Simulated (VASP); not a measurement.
A run of VASP 6.6.1:

Contents of INCAR:

```
SYSTEM = SiC
  ALGO = Normal
  EDIFF = 1E-7
  ENCUT = 520
  GGA = PE
  ISIF = 2
  ISMEAR = 0
  LASPH = .True.
  LCHARG = .False.
  LREAL = .False.
  LWAVE = .False.
  NBANDS = 11
  NELM = 100
  PREC = Accurate
  SIGMA = 0.05
```

Contents of KPOINTS:

```
k-points
0
Gamma
  12 12 12
  0 0 0
```

The input POSCAR:

```
SiC
1.0
    0.0000000000      2.1401763802      2.1401763802
    2.1401763802      0.0000000000      2.1401763802
    2.0950899978      2.0950899978      0.0450863824
Si C
1 1
Direct
    0.0000000000      0.0000000000      0.0000000000
    0.7500000000      0.7500000000      0.7500000000
```

Potentials or basis: VASP PAW PBE potentials, release 64 (Si, C).

Command:

```sh
$ cat potpaw_PBE.64/Si/POTCAR potpaw_PBE.64/C/POTCAR > POTCAR
$ mpirun -np 1 vasp_std > vasp.out
```

Hardware: 1 thread of Intel(R) Xeon(R) 6975P-C (Granite Rapids), on a shared host.

Q: Estimate the wall time of this run.

A: Wall time 22 s on 1 thread of Intel(R) Xeon(R) 6975P-C (Granite Rapids), with other jobs on the host, peak memory 0.16 GiB. Counts: scf iterations 13, k points 189.
